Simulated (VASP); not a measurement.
A run of VASP 6.6.1:

File INCAR:

```
PREC = Accurate
ENCUT = 500
EDIFF = 1E-6
ISMEAR = -1
SIGMA = 0.1
LREAL = False
LASPH = True
NELM = 120
ALGO = Normal
ISIF = 2
LWAVE = False
LCHARG = False
GGA = B5
ALDAX = 1.0
AGGAX = 1.0
AGGAC = 1.0
ALDAC = 0.0
NBANDS = 15
GGA_COMPAT = False
```

KPOINTS

```
Automatic mesh
0
Gamma
  15 15 15
```

POSCAR

```
Pt
1.0
   -1.5934296452      1.5934296452      1.5934296452
    1.5934296452     -1.5934296452      1.5934296452
    1.5934296452      1.5934296452     -1.5934296452
Pt
1
Direct
    0.0000000000      0.0000000000      0.0000000000
```

Potentials or basis: VASP PAW PBE potentials, release 64 (Pt_sv_GW).

The run is started by

```console
$ cat potpaw_PBE.64/Pt_sv_GW/POTCAR > POTCAR
$ mpirun -np 1 vasp_std > vasp.out
```

Hardware: 1 thread of AMD EPYC 9R45 (Zen 5) (shared host).

**Question.** How long does it take, and how much memory?

**Answer.** Wall time 31 s on 1 thread of AMD EPYC 9R45 (Zen 5) (shared host), peak memory 0.11 GiB. Counts: scf iterations 11, k points 120.
